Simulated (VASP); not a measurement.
# ErSi6 (Pm-3m) in VASP: single point with PBE+U

Aim: the single point of ErSi6 with PBE+U.

Program: VASP 6.6.1. These are calculated values, not measurements. Logs are shortened: lines on timing, memory, paths and dates and some standing lists are left out, and cuts for length are marked.

## 1. The cell of the first run

Symmetry: Pm-3m, No. 221, cubic system. The conventional cell has a = 5.007 Å, b = 5.007 Å, c = 5.007 Å, α = 90.00°, β = 90.00°, γ = 90.00°. Er (site symmetry m-3m) has 24 Si at 3.69 Å within 4.8 Å. Si (site symmetry 4mm) has 5 Si at 2.07 Å within 2.7 Å.

## 2. Single point, PBE+U

File POSCAR:

```
ErSi6
1.0
    5.0068018300      0.0000000000      0.0000000000
    0.0000000000      5.0068018300      0.0000000000
    0.0000000000      0.0000000000      5.0068018300
Er Si
1 6
Direct
    0.0000000000      0.0000000000      0.0000000000
    0.5000000000      0.5000000000      0.2070000000
    0.5000000000      0.5000000000      0.7930000000
    0.2070000000      0.5000000000      0.5000000000
    0.7930000000      0.5000000000      0.5000000000
    0.5000000000      0.2070000000      0.5000000000
    0.5000000000      0.7930000000      0.5000000000
```

File INCAR.step1:

```
  ALGO = Normal
  EDIFF = 1E-6
  ENCUT = 520
  GGA = PE
  ISIF = 2
  ISMEAR = 1
  ISYM = 0
  LASPH = True
  LCHARG = True
  LDAU = True
  LDAUJ = 0 0
  LDAUL = 3 -1
  LDAUPRINT = 1
  LDAUTYPE = 2
  LDAUU = 2.62 0
  LMAXMIX = 6
  LREAL = False
  LWAVE = False
  NBANDS = 32
  NELM = 150
  PREC = Accurate
  SIGMA = 0.0434
```

File KPOINTS.step1:

```
k-points
0
Gamma
  5 5 5
```

File INCAR.step2:

```
  ALGO = Normal
  EDIFF = 1E-6
  ENCUT = 520
  GGA = PE
  ICHARG = 11
  ISIF = 2
  ISMEAR = -5
  ISYM = 0
  LASPH = True
  LCHARG = False
  LDAU = True
  LDAUJ = 0 0
  LDAUL = 3 -1
  LDAUPRINT = 1
  LDAUTYPE = 2
  LDAUU = 2.62 0
  LMAXMIX = 6
  LORBIT = 11
  LREAL = False
  LWAVE = False
  NBANDS = 32
  NEDOS = 2001
  NELM = 150
  PREC = Accurate
  SIGMA = 0.0434
```

File KPOINTS.step2:

```
k-points
0
Gamma
  8 8 8
```

Potentials or basis: VASP PAW PBE potentials, release 64 (Er, Si).

The run is started by

```bash
$ cat potpaw_PBE.64/Er/POTCAR potpaw_PBE.64/Si/POTCAR > POTCAR
$ cp INCAR.step1 INCAR
$ cp KPOINTS.step1 KPOINTS
$ mpirun -np 1 vasp_std > vasp.out
$ cp INCAR.step2 INCAR
$ cp KPOINTS.step2 KPOINTS
$ mpirun -np 1 vasp_std > vasp.out
```

OUTCAR:

```text
EDIFF = 1E-6
   ENCUT = 520
   GGA = PE
   ICHARG = 11
   ISIF = 2
   ISMEAR = -5
   ISYM = 0
   LASPH = True
   LORBIT = 11
   LREAL = False
   NELM = 150
   PREC = Accurate

 ion  position               nearest neighbor table
   1  0.000  0.000  0.000-
   2  0.500  0.500  0.207-   3 2.07   4 2.07   5 2.07   6 2.07   7 2.07   3 2.93
   3  0.500  0.500  0.793-   2 2.07   4 2.07   5 2.07   6 2.07   7 2.07   2 2.93
   4  0.207  0.500  0.500-   5 2.07   3 2.07   2 2.07   6 2.07   7 2.07   5 2.93
   5  0.793  0.500  0.500-   4 2.07   3 2.07   2 2.07   6 2.07   7 2.07   4 2.93
   6  0.500  0.207  0.500-   7 2.07   3 2.07   4 2.07   5 2.07   2 2.07   7 2.93
   7  0.500  0.793  0.500-   6 2.07   3 2.07   4 2.07   5 2.07   2 2.07   6 2.93

IMPORTANT INFORMATION: All symmetrisations will be switched off!
NOSYMM: (Re-)initialisation of all symmetry stuff for point group C_1.

----------------------------------------------------------------------------------------

                                     Primitive cell

  volume of cell :     125.5108

  direct lattice vectors                    reciprocal lattice vectors
     5.006801830  0.000000000  0.000000000     0.199728296  0.000000000  0.000000000
     0.000000000  5.006801830  0.000000000     0.000000000  0.199728296  0.000000000
     0.000000000  0.000000000  5.006801830     0.000000000  0.000000000  0.199728296

  length of vectors
     5.006801830  5.006801830  5.006801830     0.199728296  0.199728296  0.199728296

  position of ions in fractional coordinates (direct lattice)
     0.000000000  0.000000000  0.000000000
     0.500000000  0.500000000  0.207000000
     0.500000000  0.500000000  0.793000000
     0.207000000  0.500000000  0.500000000
     0.793000000  0.500000000  0.500000000
     0.500000000  0.207000000  0.500000000
     0.500000000  0.793000000  0.500000000

  ion indices of the primitive-cell ions
   primitive index   ion index
                 1           1
                 2           2
                 3           3
                 4           4
                 5           5
                 6           6
                 7           7

----------------------------------------------------------------------------------------

 KPOINTS: k-points

Automatic generation of k-mesh.
 Grid dimensions read from file:
 generate k-points for:    8    8    8

 Generating k-lattice:

  Cartesian coordinates                     Fractional coordinates (reciprocal lattice)
     0.024966037  0.000000000  0.000000000     0.125000000  0.000000000  0.000000000
     0.000000000  0.024966037  0.000000000     0.000000000  0.125000000  0.000000000
     0.000000000  0.000000000  0.024966037     0.000000000  0.000000000  0.125000000

  Length of vectors
     0.024966037  0.024966037  0.024966037

  Shift w.r.t. Gamma in fractional coordinates (k-lattice)
     0.000000000  0.000000000  0.000000000

 TETIRR: Found   1536 inequivalent tetrahedra from     3072

 Subroutine IBZKPT returns following result:
 ===========================================

 Found    260 irreducible k-points:

 Following reciprocal coordinates:
            Coordinates               Weight
  0.000000  0.000000  0.000000      1.000000
  0.125000  0.000000  0.000000      2.000000
  0.000000  0.125000  0.000000      2.000000
  0.000000  0.000000  0.125000      2.000000
  0.250000  0.000000  0.000000      2.000000
  0.000000  0.250000  0.000000      2.000000
[... 16 lines left out ...]
 -0.125000  0.250000  0.000000      2.000000
 -0.250000  0.000000  0.125000      2.000000
 [... further k-points ...]
   k-points           NKPTS =    260   k-points in BZ     NKDIM =    260   number of bands    NBANDS=     32
   number of dos      NEDOS =   2001   number of ions     NIONS =      7
   total plane-waves  NPLWV =  64000
   dimension x,y,z NGX =    40 NGY =   40 NGZ =   40
[... 27 lines left out ...]
   EMIN   =  10.00;   EMAX   =-10.00  energy-range for DOS
   EFERMI =   0.00;   METHOD = LEGACY
   ISMEAR =    -5;   SIGMA  =   0.04  broadening in eV -4-tet -1-fermi 0-gaus
   EFERMI_NEDOS =   21; number of points for ismear=-14 and -15
   IALGO  =     38    algorithm
   IMIX   =      4    mixing-type and parameters
     AMIX     =   0.40;   BMIX     =  1.00
     AMIX_MAG =   1.60;   BMIX_MAG =  1.00
  volume/ion in A,a.u.               =      17.93       121.00
  Fermi-wavevector in a.u.,A,eV,Ry     =   1.171567  2.213940 18.674930  1.372569
  Thomas-Fermi vector in A             =   2.308009
   LORBIT       =     11    0 simple, 1 ext, 2 COOP (PROOUT), +10 PAW based schemes
 LDA+U is selected, type is set to LDAUTYPE =  2
   angular momentum for each species LDAUL =     3   -1
   U (eV)           for each species LDAUU =   2.6  0.0
   J (eV)           for each species LDAUJ =   0.0  0.0
   GGA     = PE    functional components
   LHFCALC =     F    Hartree Fock is set to
   AEXX    =    0.0000 exact exchange contribution
   IVDW    =     0    specifies the selected vdW correction
   LEPSILON=     F    determine dielectric tensor
   LRPA    =     F    only Hartree local field effects (RPA)
 non-spin polarized calculation
 Fermi weights with tetrahedron method with Bloechl corrections
  energy-cutoff  :      520.00
  volume of cell :      125.51
 maximum number of plane-waves:      3415
 NGX is ok and might be reduce to    40

atom =   1  type =  1  l = 3

 onsite density matrix

spin component  1

  0.9784  0.0002  0.0066  0.0001 -0.0169  0.0000 -0.0135
  0.0002  0.9825  0.0001 -0.0001  0.0056 -0.0003  0.0043
  0.0066  0.0001  0.9688 -0.0001 -0.0073  0.0001 -0.0058
  0.0001 -0.0001 -0.0001  0.9818  0.0011 -0.0031  0.0008
 -0.0169  0.0056 -0.0073  0.0011  0.3666 -0.0004 -0.4648
  0.0000 -0.0003  0.0001 -0.0031 -0.0004  0.9663 -0.0003
 -0.0135  0.0043 -0.0058  0.0008 -0.4648 -0.0003  0.6073

spin component  2

  0.9784  0.0002  0.0066  0.0001 -0.0169  0.0000 -0.0135
  0.0002  0.9825  0.0001 -0.0001  0.0056 -0.0003  0.0043
  0.0066  0.0001  0.9688 -0.0001 -0.0073  0.0001 -0.0058
  0.0001 -0.0001 -0.0001  0.9818  0.0011 -0.0031  0.0008
 -0.0169  0.0056 -0.0073  0.0011  0.3666 -0.0004 -0.4648
  0.0000 -0.0003  0.0001 -0.0031 -0.0004  0.9663 -0.0003
 -0.0135  0.0043 -0.0058  0.0008 -0.4648 -0.0003  0.6073

 occupancies and eigenvectors

  o =  0.0062  v = -0.0221  0.0073 -0.0096  0.0014 -0.7905 -0.0005 -0.6119  0.0000  0.0000  0.0000  0.0000  0.0000  0.0000  0.0000      0.0000  0.0000  0.0000  0.0000  0.0000  0.0000  0.0000  0.0000  0.0000  0.0000  0.0000  0.0000  0.0000  0.0000
  o =  0.0062  v =  0.0000  0.0000  0.0000  0.0000  0.0000  0.0000  0.0000 -0.0221  0.0073 -0.0096  0.0014 -0.7905 -0.0005 -0.6119      0.0000  0.0000  0.0000  0.0000  0.0000  0.0000  0.0000  0.0000  0.0000  0.0000  0.0000  0.0000  0.0000  0.0000
  o =  0.9654  v =  0.4265  0.0049 -0.8437  0.0560 -0.0108  0.3206  0.0116  0.0000  0.0000  0.0000  0.0000  0.0000  0.0000  0.0000      0.0000  0.0000  0.0000  0.0000  0.0000  0.0000  0.0000  0.0000  0.0000  0.0000  0.0000  0.0000  0.0000  0.0000
  o =  0.9654  v =  0.0000  0.0000  0.0000  0.0000  0.0000  0.0000  0.0000  0.4265  0.0049 -0.8437  0.0560 -0.0108  0.3206  0.0116      0.0000  0.0000  0.0000  0.0000  0.0000  0.0000  0.0000  0.0000  0.0000  0.0000  0.0000  0.0000  0.0000  0.0000
  o =  0.9657  v =  0.1520 -0.0180 -0.2877 -0.1821 -0.0046 -0.9277  0.0051  0.0000  0.0000  0.0000  0.0000  0.0000  0.0000  0.0000      0.0000  0.0000  0.0000  0.0000  0.0000  0.0000  0.0000  0.0000  0.0000  0.0000  0.0000  0.0000  0.0000  0.0000
  o =  0.9657  v =  0.0000  0.0000  0.0000  0.0000  0.0000  0.0000  0.0000  0.1520 -0.0180 -0.2877 -0.1821 -0.0046 -0.9277  0.0051      0.0000  0.0000  0.0000  0.0000  0.0000  0.0000  0.0000  0.0000  0.0000  0.0000  0.0000  0.0000  0.0000  0.0000
  o =  0.9671  v =  0.0112  0.0009  0.0249  0.0021 -0.6123  0.0011  0.7902  0.0000  0.0000  0.0000  0.0000  0.0000  0.0000  0.0000      0.0000  0.0000  0.0000  0.0000  0.0000  0.0000  0.0000  0.0000  0.0000  0.0000  0.0000  0.0000  0.0000  0.0000
  o =  0.9671  v =  0.0000  0.0000  0.0000  0.0000  0.0000  0.0000  0.0000  0.0112  0.0009  0.0249  0.0021 -0.6123  0.0011  0.7902      0.0000  0.0000  0.0000  0.0000  0.0000  0.0000  0.0000  0.0000  0.0000  0.0000  0.0000  0.0000  0.0000  0.0000
  o =  0.9824  v =  0.6706 -0.0420  0.3451 -0.6420 -0.0062  0.1295 -0.0237  0.0000  0.0000  0.0000  0.0000  0.0000  0.0000  0.0000      0.0000  0.0000  0.0000  0.0000  0.0000  0.0000  0.0000  0.0000  0.0000  0.0000  0.0000  0.0000  0.0000  0.0000
  o =  0.9824  v =  0.0000  0.0000  0.0000  0.0000  0.0000  0.0000  0.0000  0.6706 -0.0420  0.3451 -0.6420 -0.0062  0.1295 -0.0237      0.0000  0.0000  0.0000  0.0000  0.0000  0.0000  0.0000  0.0000  0.0000  0.0000  0.0000  0.0000  0.0000  0.0000
  o =  0.9824  v =  0.0000  0.0000  0.0000  0.0000  0.0000  0.0000  0.0000  0.5871  0.0605  0.2924  0.7388 -0.0019 -0.1408 -0.0208      0.0000  0.0000  0.0000  0.0000  0.0000  0.0000  0.0000  0.0000  0.0000  0.0000  0.0000  0.0000  0.0000  0.0000
  o =  0.9824  v =  0.5871  0.0605  0.2924  0.7388 -0.0019 -0.1408 -0.0208  0.0000  0.0000  0.0000  0.0000  0.0000  0.0000  0.0000      0.0000  0.0000  0.0000  0.0000  0.0000  0.0000  0.0000  0.0000  0.0000  0.0000  0.0000  0.0000  0.0000  0.0000
  o =  0.9826  v =  0.0000  0.0000  0.0000  0.0000  0.0000  0.0000  0.0000 -0.0066  0.9971 -0.0043 -0.0754  0.0061 -0.0043  0.0041      0.0000  0.0000  0.0000  0.0000  0.0000  0.0000  0.0000  0.0000  0.0000  0.0000  0.0000  0.0000  0.0000  0.0000
  o =  0.9826  v = -0.0066  0.9971 -0.0043 -0.0754  0.0061 -0.0043  0.0041  0.0000  0.0000  0.0000  0.0000  0.0000  0.0000  0.0000      0.0000  0.0000  0.0000  0.0000  0.0000  0.0000  0.0000  0.0000  0.0000  0.0000  0.0000  0.0000  0.0000  0.0000

 number of electron      46.0000014 magnetization

 Free energy of the ion-electron system (eV)
  ---------------------------------------------------
  ext. energy  EPLUGINS =         0.00000000
  ---------------------------------------------------
  free energy    TOTEN  =       -22.10444736 eV

  energy without entropy =      -22.10444736  energy(sigma->0) =      -22.10444736

 E-fermi :   7.2960     XC(G=0): -10.1315

 val. band max:        7.4079166229   @ k =  -0.2500  -0.2500   0.2500
 cond. band min:       7.2008562837   @ k =   0.2500  -0.1250   0.5000
 fundamental gap:     -0.2070603393
 Fermi energy:         7.2959997807

 k-point     1 :       0.0000    0.0000    0.0000
  band No.  band energies     occupation
      1     -40.9402      2.00000
      2     -15.4120      2.00000
      3     -15.4107      2.00000
      4     -15.4104      2.00000
      5      -9.6792      2.00000
      6      -2.4826      2.00000
[... 829 lines left out ...]
     31      10.2590      0.00000
     32      10.9072      0.00000

 [... further k-points ...]
[... 5 lines left out ...]
  --------------------------------------------------------------------------------------
  -------------------------------------------------------------------------------------
  Total       31.3725919     31.6772059     31.6753506      0.0223210     -0.0276915     -0.0225284
  in kB      400.4790255    404.3675000    404.3438168      0.2849329     -0.3534883     -0.2875809
  external PRESSURE =     403.0634474 kB  Pullay stress =       0.0000000 kB

 VOLUME and BASIS-vectors are now :
 -----------------------------------------------------------------------------
  energy-cutoff  :      520.00
  volume of cell :      125.51
      direct lattice vectors                 reciprocal lattice vectors
     5.006801830  0.000000000  0.000000000     0.199728296  0.000000000  0.000000000
     0.000000000  5.006801830  0.000000000     0.000000000  0.199728296  0.000000000
     0.000000000  0.000000000  5.006801830     0.000000000  0.000000000  0.199728296

 POSITION                                       TOTAL-FORCE (eV/Angst)
 -----------------------------------------------------------------------------------
      0.00000      0.00000      0.00000         0.000005      0.000002      0.000047
      2.50340      2.50340      1.03641         0.002751      0.002046     -8.116301
      2.50340      2.50340      3.97039        -0.002750     -0.002045      8.116288
      1.03641      2.50340      2.50340        -8.077650     -0.002997      0.003012
      3.97039      2.50340      2.50340         8.077642      0.002997     -0.003028
      2.50340      1.03641      2.50340        -0.003096     -8.113387      0.002209
      2.50340      3.97039      2.50340         0.003098      8.113386     -0.002227
 -----------------------------------------------------------------------------------
    total drift:                                0.000010      0.000010      0.000065

  FREE ENERGIE OF THE ION-ELECTRON SYSTEM (eV)
  ---------------------------------------------------
  free  energy   TOTEN  =       -22.1044473581 eV

  energy  without entropy=      -22.1044473581  energy(sigma->0) =      -22.10444736

 total charge

# of ion       s       p       d       f       tot
--------------------------------------------------
    1        2.077   5.750   0.168  11.750  19.745
    2        0.795   1.173   0.000   0.000   1.968
    3        0.795   1.173   0.000   0.000   1.968
    4        0.797   1.174   0.000   0.000   1.970
    5        0.797   1.174   0.000   0.000   1.970
    6        0.795   1.173   0.000   0.000   1.968
    7        0.795   1.173   0.000   0.000   1.968
--------------------------------------------------
tot          6.852  12.787   0.168  11.750  31.558
```

Run time: 27 min. Hardware: 1 thread of Intel Xeon Platinum 8259CL at 2.50GHz (Skylake/Cascade Lake), shared host; peak memory 0.99 GiB.

Results:

| Item | Value |
| --- | --- |
| Valence electrons inside the program's atomic spheres | Er 19.75; Si 1.97 |

Eigenvalues of the final occupation matrices:
```csv
site,spin,trace,eigenvalues
site 1 f,1,5.85,0.01 0.97 0.97 0.97 0.98 0.98 0.98
site 1 f,2,5.85,0.01 0.97 0.97 0.97 0.98 0.98 0.98
```

Caveat: spin-orbit coupling is left out, which moves the levels of the heavy elements; U without spin polarisation on a metal has little footing. Spin polarisation is off, so any magnetic state and its effect on volume and gap are missing.
